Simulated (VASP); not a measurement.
# MnO (Fm-3m) in VASP: further runs, part 2 of 2

VASP 6.6.1. The steps go on from the part before.

### 4 Relaxation of cell and atoms, PBE, collinear spin, ferromagnetic start, target pressure 8 GPa, at which the enthalpy is minimised

This run uses another cell than the first one, of 10.21 Å³/atom.

INCAR

```
  PREC = Accurate
  ENCUT = 600
  EDIFF = 1E-6
  ISMEAR = 0
  SIGMA = 0.1
  LREAL = False
  LASPH = True
  NELM = 150
  ALGO = Normal
  ISIF = 3
  LWAVE = False
  LCHARG = False
  ISPIN = 2
  MAGMOM = 4.36 0.25
  LORBIT = 11
  LMAXMIX = 4
  GGA = PE
  IBRION = 2
  NSW = 70
  EDIFFG = -0.008
  PSTRESS = 80.0
```

KPOINTS

```
Automatic mesh
0
Gamma
  16 16 16
```

POSCAR

```
MnO
1.0
    0.0000000000      2.1691298351      2.1691298351
    2.1691298351      0.0000000000      2.1691298351
    2.1691298351      2.1691298351      0.0000000000
Mn O
1 1
Direct
    0.0000000000      0.0000000000      0.0000000000
    0.5000000000      0.5000000000      0.5000000000
```

Potentials or basis: VASP PAW PBE potentials, release 64 (Mn_pv, O).

On the command line:

```bash
> cat potpaw_PBE.64/Mn_pv/POTCAR potpaw_PBE.64/O/POTCAR > POTCAR
> mpirun -np 1 vasp_std > vasp.out
```

OUTCAR:

```text
PREC = Accurate
   ENCUT = 600
   EDIFF = 1E-6
   ISMEAR = 0
   LREAL = False
   LASPH = True
   NELM = 150
   ISIF = 3
   ISPIN = 2
   LORBIT = 11
   GGA = PE
   IBRION = 2
   NSW = 70
   EDIFFG = -0.008
   PSTRESS = 80.0

 ion  position               nearest neighbor table
   1  0.000  0.000  0.000-   2 2.17   2 2.17   2 2.17   2 2.17   2 2.17   2 2.17
   2  0.500  0.500  0.500-   1 2.17   1 2.17   1 2.17   1 2.17   1 2.17   1 2.17

  LATTYP: Found a face centered cubic cell.
 ALAT       =     4.3382596702

  Lattice vectors:

 A1 = (   0.0000000000,   2.1691298351,   2.1691298351)
 A2 = (   2.1691298351,   0.0000000000,   2.1691298351)
 A3 = (   2.1691298351,   2.1691298351,   0.0000000000)

Analysis of symmetry for initial positions (statically):
=====================================================================
 Subroutine PRICEL returns:
 Original cell was already a primitive cell.

 Routine SETGRP: Setting up the symmetry group for a
 face centered cubic supercell.

 Subroutine GETGRP returns: Found 48 space group operations
 (whereof 48 operations were pure point group operations)
 out of a pool of 48 trial point group operations.

The static configuration has the point symmetry O_h .

Analysis of symmetry for dynamics (positions and initial velocities):
=====================================================================
 Subroutine PRICEL returns:
 Original cell was already a primitive cell.

 Routine SETGRP: Setting up the symmetry group for a
 face centered cubic supercell.

 Subroutine GETGRP returns: Found 48 space group operations
 (whereof 48 operations were pure point group operations)
 out of a pool of 48 trial point group operations.

The dynamic configuration has the point symmetry O_h .

Analysis of structural, dynamic, and magnetic symmetry:
=====================================================================
 Subroutine PRICEL returns:
 Original cell was already a primitive cell.

 Routine SETGRP: Setting up the symmetry group for a
 face centered cubic supercell.

 Subroutine GETGRP returns: Found 48 space group operations
 (whereof 48 operations were pure point group operations)
 out of a pool of 48 trial point group operations.

The overall configuration has the point symmetry O_h .

 Subroutine INISYM returns: Found 48 space group operations
 (whereof 48 operations are pure point group operations),
 and found     1 'primitive' translations

----------------------------------------------------------------------------------------

                                     Primitive cell

  volume of cell :      20.4121

  direct lattice vectors                    reciprocal lattice vectors
     0.000000000  2.169129835  2.169129835    -0.230507179  0.230507179  0.230507179
     2.169129835  0.000000000  2.169129835     0.230507179 -0.230507179  0.230507179
     2.169129835  2.169129835  0.000000000     0.230507179  0.230507179 -0.230507179

  length of vectors
     3.067612831  3.067612831  3.067612831     0.399250146  0.399250146  0.399250146

  position of ions in fractional coordinates (direct lattice)
     0.000000000  0.000000000  0.000000000
     0.500000000  0.500000000  0.500000000

  ion indices of the primitive-cell ions
   primitive index   ion index
                 1           1
                 2           2

----------------------------------------------------------------------------------------
[... 74 lines left out ...]
   IBRION =      2    ionic relax: 0-MD 1-quasi-New 2-CG
   NFREE  =      1    steps in history (QN), initial steepest desc. (CG)
   ISIF   =      3    stress and relaxation
   ISYM   =      2    0-nonsym 1-usesym 2-fastsym
   POTIM  = 0.5000    time-step for ionic-motion
   TEBEG  =    0.0;   TEEND  =   0.0 temperature during run
   PSTRESS=   80.0 pullay stress
   NELECT =      19.0000    total number of electrons
   NUPDOWN=      -1.0000    fix difference up-down
   EMIN   =  10.00;   EMAX   =-10.00  energy-range for DOS
   EFERMI =   0.00;   METHOD = LEGACY
   ISMEAR =     0;   SIGMA  =   0.10  broadening in eV -4-tet -1-fermi 0-gaus
   EFERMI_NEDOS =   21; number of points for ismear=-14 and -15
   IALGO  =     38    algorithm
   IMIX   =      4    mixing-type and parameters
     AMIX     =   0.40;   BMIX     =  1.00
     AMIX_MAG =   1.60;   BMIX_MAG =  1.00
  volume/ion in A,a.u.               =      10.21        68.87
  Fermi-wavevector in a.u.,A,eV,Ry     =   1.598443  3.020619 34.763157  2.555020
  Thomas-Fermi vector in A             =   2.695892
   LORBIT       =     11    0 simple, 1 ext, 2 COOP (PROOUT), +10 PAW based schemes
   GGA     = PE    functional components
   LHFCALC =     F    Hartree Fock is set to
   AEXX    =    0.0000 exact exchange contribution
   IVDW    =     0    specifies the selected vdW correction
   LEPSILON=     F    determine dielectric tensor
   LRPA    =     F    only Hartree local field effects (RPA)
 conjugate gradient relaxation of ions
 spin polarized calculation
 Gauss-broadening in eV      SIGMA  =   0.10
  energy-cutoff  :      600.00
  volume of cell :       20.41
 maximum number of plane-waves:       701
 NGX is ok and might be reduce to    28
   NGX = 13   NGY = 13   NGZ = 13

--------------------------------------- Ionic step        1  -------------------------------------------

 number of electron      19.0000002 magnetization       4.5602538

 Free energy of the ion-electron system (eV)
  ---------------------------------------------------
  ext. energy  EPLUGINS =         0.00000000
  ---------------------------------------------------
  free energy    TOTEN  =       -16.36457689 eV

  energy without entropy =      -16.35986018  energy(sigma->0) =      -16.36221854

------------------------ aborting loop because EDIFF is reached ----------------------------------------

  FORCE on cell =-STRESS in cart. coord.  units (eV):
  Direction    XX          YY          ZZ          XY          YZ          ZX
  --------------------------------------------------------------------------------------
  -------------------------------------------------------------------------------------
  Total        1.1297810      1.1297810      1.1297810     -0.0000000      0.0000000     -0.0000000
  in kB       88.6784769     88.6784769     88.6784769     -0.0000000      0.0000000     -0.0000000
  external PRESSURE =       8.6784769 kB  Pullay stress =      80.0000000 kB
[... 63 lines left out ...]
--------------------------------------- Ionic step        3  -------------------------------------------

 number of electron      19.0000003 magnetization       4.5771838

 Free energy of the ion-electron system (eV)
  ---------------------------------------------------
  ext. energy  EPLUGINS =         0.00000000
  ---------------------------------------------------
  free energy    TOTEN  =       -16.37116233 eV

  energy without entropy =      -16.36669819  energy(sigma->0) =      -16.36893026

 E-fermi :   8.4416     XC(G=0): -12.2577

 val. band max:        8.4369980800   @ k =  -0.4375   0.1875   0.0625
 cond. band min:       8.4436143113   @ k =   0.5000   0.1250   0.0000
 fundamental gap:      0.0066162313
 Fermi energy:         8.4415655755

 spin component 1

 k-point     1 :       0.0000    0.0000    0.0000
  band No.  band energies     occupation
      1     -41.9317      1.00000
      2     -41.9317      1.00000
      3     -41.9317      1.00000
      4     -12.4874      1.00000
      5       4.3065      1.00000
      6       4.3065      1.00000
      7       4.3065      1.00000
      8       5.1164      1.00000
      9       5.1164      1.00000
     10       5.1164      1.00000
     11       5.7022      1.00000
     12       5.7022      1.00000
     13       8.1903      0.99981
     14      22.5767      0.00000
[... 403 lines left out ...]
      4     -12.3872      1.00000
      5       3.3679      1.00000
      6       3.6810      1.00000
      7       3.9258      1.00000
      8       5.1736      1.00000
      9       5.3751      1.00000
     10       5.4086      1.00000
     11       5.9483      1.00000
     12       6.4430      1.00000
     13       8.9137      0.00000
     14      21.6073      0.00000
     15      24.3392      0.00000

 [... further k-points ...]

 spin component 2

 k-point     1 :       0.0000    0.0000    0.0000
  band No.  band energies     occupation
      1     -37.4268      1.00000
      2     -37.4268      1.00000
      3     -37.4268      1.00000
      4     -12.0592      1.00000
      5       4.6783      1.00000
      6       4.6783      1.00000
      7       4.6783      1.00000
      8       8.9099      0.00000
      9       8.9099      0.00000
     10       8.9099      0.00000
     11       9.4288      0.00000
     12       9.6172      0.00000
     13       9.6172      0.00000
     14      23.1550      0.00000
[... 448 lines left out ...]
  energy  without entropy=      -16.3666981902  energy(sigma->0) =      -16.36893026

  enthalpy is  TOTEN    =       -15.3456991539 eV   P V=        1.0254631761

 reached required accuracy - stopping structural energy minimisation

 total charge

# of ion       s       p       d       tot
------------------------------------------
    1        0.213   6.199   5.019  11.431
    2        1.559   3.440   0.000   4.999
--------------------------------------------------
tot          1.772   9.639   5.019  16.430

 magnetization (x)

# of ion       s       p       d       tot
------------------------------------------
    1        0.033   0.027   4.123   4.182
    2        0.032   0.157   0.000   0.189
--------------------------------------------------
tot          0.064   0.184   4.123   4.371
```

CONTCAR:

```text
MnO
   1.00000000000000
    -0.0000000000000000    2.1735529430545832    2.1735529430545832
     2.1735529430545832    0.0000000000000000    2.1735529430545832
     2.1735529430545832    2.1735529430545832   -0.0000000000000000
  Mn              O
     1     1
Direct
     0.0000000000000000    0.0000000000000000    0.0000000000000000
     0.5000000000000000    0.5000000000000000    0.5000000000000000

  0.00000000E+00  0.00000000E+00  0.00000000E+00
  0.00000000E+00  0.00000000E+00  0.00000000E+00
```

Run time: 7.5 min. Hardware: 1 thread of Intel Xeon 8259CL, shared host; peak memory 0.25 GiB.

Results:

| Item | Value |
| --- | --- |
| Free energy | -16.3712 eV |
| Relaxed volume | 10.27 Å³/atom |
| Relaxed cell | a = 3.074 Å, b = 3.074 Å, c = 3.074 Å, α = 60.00°, β = 60.00°, γ = 60.00° |
| Space group after relaxing (to 0.1 Å) | Fm-3m (No. 225) |
| Energy change on relaxing (the run minimises the enthalpy) | -3.3 meV/atom |
| Ionic steps | 3 |
| Pressure after relaxing | 7.9 GPa |
| Net moment | 4.58 μB per cell |
| Site moments | Mn +4.18; O +0.19 μB |
| Valence electrons inside the program's atomic spheres | Mn 11.43; O 5.00 |

Step by step:
```
step  energy change (eV)  largest force (eV/Å)  pressure (GPa)  volume (Å³)
   1              0.0000                0.0000            8.87        20.41
   2             -0.0085                0.0000            7.76        20.58
   3             -0.0066                0.0000            7.93        20.54
```

Final structure:
```
CELL_PARAMETERS angstrom
0.00000 2.17355 2.17355
2.17355 0.00000 2.17355
2.17355 2.17355 0.00000
ATOMIC_POSITIONS crystal
Mn 0.00000 0.00000 0.00000
O 0.50000 0.50000 0.50000
```

Caveat: the cell is relaxed towards a set pressure, so the run minimises the enthalpy, not the energy; a cell with one magnetic atom can't hold antiferromagnetic order, which such compounds often take; semilocal functionals often make such compounds metallic where correlation or magnetic order opens a gap, which also shifts bond lengths.

### 5 Overview

```csv
task,cell,k mesh,cutoff (eV),gap on the mesh (eV),pressure (GPa),moment (μB)
single point,"a = 2.934 Å, angles 60.0°, 2 atoms",18 × 18 × 18,520,none,30.8,3.98
relaxation of cell and atoms,"relaxed to 15 GPa from a = 3.024 Å, angles 60.0°, 2 atoms",16 × 16 × 16,600,none,14.9,4.40
relaxation of cell and atoms,"relaxed to 8 GPa from a = 3.068 Å, angles 60.0°, 2 atoms",16 × 16 × 16,600,none,7.9,4.58
```

Alike in all rows: level PBE; potentials or basis VASP PAW PBE potentials, release 64 (Mn_pv, O); spin collinear, ferromagnetic start; smearing gaussian 0.1 eV.

Caveats: a cell with one magnetic atom can't hold antiferromagnetic order, which such compounds often take; semilocal functionals often make such compounds metallic where correlation or magnetic order opens a gap, which also shifts bond lengths; the cell is relaxed towards a set pressure, so the run minimises the enthalpy, not the energy (at least some runs); the cell stands under pressure (at least some runs); the relaxation stopped at its first step, so nothing moved (at least some runs).

Absolute energies hang on the potentials; compare differences alone.
